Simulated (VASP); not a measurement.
# Ge in VASP: further runs

Ge is run at these levels: RPBE+D4, revPBE+D4; tasks: single point.

Program: VASP 6.6.1. These are calculated values, not measurements. Logs are shortened: lines on timing, memory, paths and dates and some standing lists are left out, and cuts for length are marked.

### 1 The cell of the first run

The typed cell holds 2 atoms: a = 2.841 Å, b = 2.841 Å, c = 5.203 Å, α = 90.00°, β = 90.00°, γ = 120.00°.

This isn't the form of Ge at room conditions, which is diamond.

### 2 Single point, RPBE+D4

The input, INCAR:

```
SYSTEM = Ge
PREC = Accurate
ENCUT = 520
EDIFF = 1E-6
ISMEAR = -1
SIGMA = 0.05
LREAL = .FALSE.
LASPH = .TRUE.
NELM = 100
ALGO = Normal
ISIF = 2
LWAVE = .FALSE.
LCHARG = .TRUE.
GGA = RP
IVDW = 13
LELF = .TRUE.
LVHAR = .TRUE.
NBANDS = 21
```

The input, KPOINTS:

```
Automatic mesh
0
G
  10 10 6
  0 0 0
```

The input, POSCAR:

```
Ge
1.0
    1.4205829805     -2.4605273558      0.0000000000
    1.4205829805      2.4605273558      0.0000000000
    0.0000000000      0.0000000000      5.2025388373
Ge
2
Direct
    0.4999884729      0.5000115271      0.2500000000
    0.5000115271      0.4999884729      0.7500000000
```

Potentials or basis: VASP PAW PBE potentials, release 64 (Ge_d).

Command:

```
$ cat potpaw_PBE.64/Ge_d/POTCAR > POTCAR
$ mpirun -np 1 vasp_std > vasp.out
```

OUTCAR:

```text
SYSTEM = Ge
   PREC = Accurate
   ENCUT = 520
   EDIFF = 1E-6
   ISMEAR = -1
   LREAL = .FALSE.
   LASPH = .TRUE.
   NELM = 100
   ISIF = 2
   GGA = RP
   IVDW = 13

 ion  position               nearest neighbor table
   1  0.500  0.500  0.250-   2 2.60   2 2.60
   2  0.500  0.500  0.750-   1 2.60   1 2.60

  LATTYP: Found a hexagonal cell.
 ALAT       =     2.8411706871
 C/A-ratio  =     1.8311250573

  Lattice vectors:

 A1 = (   1.4205829805,  -2.4605273558,   0.0000000000)
 A2 = (   1.4205829805,   2.4605273558,   0.0000000000)
 A3 = (   0.0000000000,   0.0000000000,   5.2025388373)

Analysis of symmetry for initial positions (statically):
=====================================================================
 Subroutine PRICEL returns:
 Original cell was already a primitive cell.

 Routine SETGRP: Setting up the symmetry group for a
 hexagonal supercell.

 Subroutine GETGRP returns: Found  8 space group operations
 (whereof  4 operations were pure point group operations)
 out of a pool of 24 trial point group operations.

The static configuration has the point symmetry C_2h.
 The point group associated with its full space group is D_2h.

Analysis of symmetry for dynamics (positions and initial velocities):
=====================================================================
 Subroutine PRICEL returns:
 Original cell was already a primitive cell.

 Routine SETGRP: Setting up the symmetry group for a
 hexagonal supercell.

 Subroutine GETGRP returns: Found  8 space group operations
 (whereof  4 operations were pure point group operations)
 out of a pool of 24 trial point group operations.

The dynamic configuration has the point symmetry C_2h.
 The point group associated with its full space group is D_2h.

 Subroutine INISYM returns: Found  8 space group operations
 (whereof  4 operations are pure point group operations),
 and found     1 'primitive' translations

----------------------------------------------------------------------------------------

                                     Primitive cell

  volume of cell :      36.3697

  direct lattice vectors                    reciprocal lattice vectors
     1.420582981 -2.460527356  0.000000000     0.351968176 -0.203208470  0.000000000
     1.420582981  2.460527356  0.000000000     0.351968176  0.203208470  0.000000000
     0.000000000  0.000000000  5.202538837     0.000000000  0.000000000  0.192213846

  length of vectors
     2.841170687  2.841170687  5.202538837     0.406417617  0.406417617  0.192213846

[... 79 lines left out ...]
   NELM   =    100;   NELMIN=  2; NELMDL= -5     # of ELM steps
   EDIFF  = 0.1E-05   stopping-criterion for ELM
   LREAL  =      F    real-space projection
   EDIFFG = 0.1E-04   stopping-criterion for IOM
   NSW    =      0    number of steps for IOM
   IBRION =     -1    ionic relax: 0-MD 1-quasi-New 2-CG
   NFREE  =      0    steps in history (QN), initial steepest desc. (CG)
   ISIF   =      2    stress and relaxation
   ISYM   =      2    0-nonsym 1-usesym 2-fastsym
   POTIM  = 0.5000    time-step for ionic-motion
   TEBEG  =    0.0;   TEEND  =   0.0 temperature during run
   PSTRESS=    0.0 pullay stress
   NELECT =      28.0000    total number of electrons
   NUPDOWN=      -1.0000    fix difference up-down
   EMIN   =  10.00;   EMAX   =-10.00  energy-range for DOS
   EFERMI =   0.00;   METHOD = LEGACY
   ISMEAR =    -1;   SIGMA  =   0.05  broadening in eV -4-tet -1-fermi 0-gaus
   EFERMI_NEDOS =   21; number of points for ismear=-14 and -15
   IALGO  =     38    algorithm
   IMIX   =      4    mixing-type and parameters
     AMIX     =   0.40;   BMIX     =  1.00
     AMIX_MAG =   1.60;   BMIX_MAG =  1.00
  volume/ion in A,a.u.               =      18.18       122.72
  Fermi-wavevector in a.u.,A,eV,Ry     =   1.500424  2.835391 30.630436  2.251274
  Thomas-Fermi vector in A             =   2.611927
   LORBIT       =      0    0 simple, 1 ext, 2 COOP (PROOUT), +10 PAW based schemes
   GGA     = RP    functional components
   LHFCALC =     F    Hartree Fock is set to
   AEXX    =    0.0000 exact exchange contribution
   IVDW    =    13    specifies the selected vdW correction
   LEPSILON=     F    determine dielectric tensor
   LRPA    =     F    only Hartree local field effects (RPA)
 non-spin polarized calculation
  energy-cutoff  :      520.00
  volume of cell :       36.37
 maximum number of plane-waves:       996
 NGX is ok and might be reduce to    24
   NGX = 11   NGY = 11   NGZ = 19

 number of electron      28.0000023 magnetization

 Free energy of the ion-electron system (eV)
  ---------------------------------------------------
  ext. energy  EPLUGINS =         0.00000000
  ---------------------------------------------------
  free energy    TOTEN  =        -7.73592335 eV

  energy without entropy =       -7.73099673  energy(sigma->0) =       -7.73346004

 E-fermi :   7.1816     XC(G=0): -11.3155

 val. band max:        7.1568473044   @ k =   0.3000   0.0000   0.5000
 cond. band min:       7.2900313784   @ k =  -0.2000   0.5000   0.3333
 fundamental gap:      0.1331840740
 Fermi energy:         7.1815941728

 k-point     1 :       0.0000    0.0000    0.0000
  band No.  band energies     occupation
      1     -17.7352      2.00000
      2     -17.6162      2.00000
      3     -17.6162      2.00000
      4     -17.6024      2.00000
      5     -17.6024      2.00000
      6     -17.5423      2.00000
[... 565 lines left out ...]
     20      17.4047      0.00000
     21      21.1428      0.00000

 [... further k-points ...]

------------------------ aborting loop because EDIFF is reached ----------------------------------------

  DFT-D4 for vdW energy calculation

  Edisp (eV):   -1.55242

  FORCE on cell =-STRESS in cart. coord.  units (eV):
  Direction    XX          YY          ZZ          XY          YZ          ZX
  --------------------------------------------------------------------------------------
  -------------------------------------------------------------------------------------
  Total      -0.03221    -0.03228    -0.05169     0.00000    -0.00000     0.00000
  in kB      -1.41891    -1.42188    -2.27715     0.00000    -0.00000     0.00000
  external pressure =       -1.71 kB  Pullay stress =        0.00 kB

 VOLUME and BASIS-vectors are now :
 -----------------------------------------------------------------------------
  energy-cutoff  :      520.00
  volume of cell :       36.37
      direct lattice vectors                 reciprocal lattice vectors
     1.420582981 -2.460527356  0.000000000     0.351968176 -0.203208470  0.000000000
     1.420582981  2.460527356  0.000000000     0.351968176  0.203208470  0.000000000
     0.000000000  0.000000000  5.202538837     0.000000000  0.000000000  0.192213846

 POSITION                                       TOTAL-FORCE (eV/Angst)
 -----------------------------------------------------------------------------------
      1.42058      0.00006      1.30063         0.000000     -0.000017      0.000000
      1.42058     -0.00006      3.90190         0.000000      0.000017      0.000000
 -----------------------------------------------------------------------------------
    total drift:                                0.000000      0.000000     -0.000000

  FREE ENERGIE OF THE ION-ELECTRON SYSTEM (eV)
  ---------------------------------------------------
  free  energy   TOTEN  =        -9.2883418086 eV

  energy  without entropy=       -9.2834151879  energy(sigma->0) =       -9.28587850
```

OSZICAR:

```text
N       E                     dE             d eps       ncg     rms          rms(c)
DAV:   1     0.175706553986E+03    0.17571E+03   -0.14152E+04  5969   0.384E+03
DAV:   2     0.155945845166E+02   -0.16011E+03   -0.15512E+03  5233   0.584E+02
DAV:   3    -0.713800568141E+01   -0.22733E+02   -0.22535E+02  5891   0.132E+02
DAV:   4    -0.774915651070E+01   -0.61115E+00   -0.61050E+00  5893   0.251E+01
DAV:   5    -0.775780633228E+01   -0.86498E-02   -0.86495E-02  5824   0.323E+00    0.235E+00
DAV:   6    -0.774271504809E+01    0.15091E-01   -0.19451E-02  7011   0.242E+00    0.133E+00
DAV:   7    -0.773596833082E+01    0.67467E-02   -0.17131E-02  7044   0.196E+00    0.117E-01
DAV:   8    -0.773590976176E+01    0.58569E-04   -0.24129E-03  6636   0.853E-01    0.420E-02
DAV:   9    -0.773592417722E+01   -0.14415E-04   -0.85280E-05  6600   0.123E-01    0.116E-02
DAV:  10    -0.773592335048E+01    0.82674E-06   -0.45196E-06  5881   0.275E-02
   1 F= -.92883418E+01 E0= -.92858785E+01  d E =-.492662E-02
```

Run time: 27 s. Hardware: 1 thread of Intel Xeon 6975P-C (Granite Rapids), shared host; peak memory 0.2 GiB.

What came out:

```
Free energy                : -9.2883 eV
Pressure                   : -0.2 GPa
Band gap on the k mesh     : zero (bands 14 and 15 overlap by 9.72 eV)
Dispersion energy per atom : -0.776 eV
```

Caveat: the PAW data sets were made with another functional, which shifts forces and pressure a little.

[end of part 1 of 2]
